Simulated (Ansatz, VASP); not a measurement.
Fe in VASP and in Ansatz

The input INCAR:

```
SYSTEM = Fe
ALGO = Normal
EDIFF = 1E-6
ENCUT = 600
GGA = PS
GGA_COMPAT = .False.
ISIF = 2
ISMEAR = 0
ISPIN = 2
LASPH = .True.
LCHARG = .True.
LELF = .True.
LMAXMIX = 4
LORBIT = 11
LREAL = .False.
LVHAR = .True.
LWAVE = .False.
MAGMOM = 4
NBANDS = 14
NELM = 200
PREC = Accurate
SIGMA = 0.1
```

KPOINTS

```
k-points
0
Gamma
  8 8 8
  0 0 0
```

POSCAR

```
Fe
1.0
   -1.4430000000      1.4430000000      1.4430000000
    1.4430000000     -1.4430000000      1.4430000000
    1.4430000000      1.4430000000     -1.4430000000
Fe
1
Direct
    0.0000000000      0.0000000000      0.0000000000
```

Input for Ansatz:

```yaml
crystal:
  lattice:
    - [-1.443, 1.443, 1.443]
    - [1.443, -1.443, 1.443]
    - [1.443, 1.443, -1.443]
  atoms:
    - { symbol: Fe, position: [0.0, 0.0, 0.0], spin: 4.0 }
basis:
  ecutwfc: 420
kpoints:
  mp_grid: { grid: [8, 8, 8] }
hamiltonian:
  xc: pbesol
scf:
  occupations: { method: gaussian, width: 0.1 }
  lower_state_search: "off"
output:
  forces: true
  stress: true
  eigenvalues: true
  populations: true
magnetization:
  spin_polarized: true
```

Alike in both runs: task single point; functional PBEsol; k mesh 8 × 8 × 8; occupations gaussian, width 0.1 eV; collinear spin.

|  | VASP | Ansatz |
| --- | --- | --- |
| version | VASP 6.6.1 | Ansatz 0.2.0 |
| potentials or method | VASP PAW PBE potentials, release 64 (Fe), cutoff 600 eV | scalar-relativistic, plane waves, PAW |
| valence electrons in the cell | 8 | 16 |

```csv
,VASP,Ansatz,Ansatz less VASP
gap on the k mesh at the Fermi level (eV),none,none,-
pressure (GPa),-16.2,-16.0,+0.28
net moment per atom (μB),2.36,2.36,-0.002
size of the moment on the site where the two differ most (μB),2.36,2.41,+0.046
```

VASP's potentials were made for PBE, not for PBEsol. Site moments also hang on the region over which each program counts them. A gap of «none» marks a metal or a gap that the smearing closes. VASP's potentials hold 8 valence electrons a cell and Ansatz's 16, so a difference there can come from the potentials and not from the codes.

The k mesh is coarse, so the values compare programs but aren't converged.
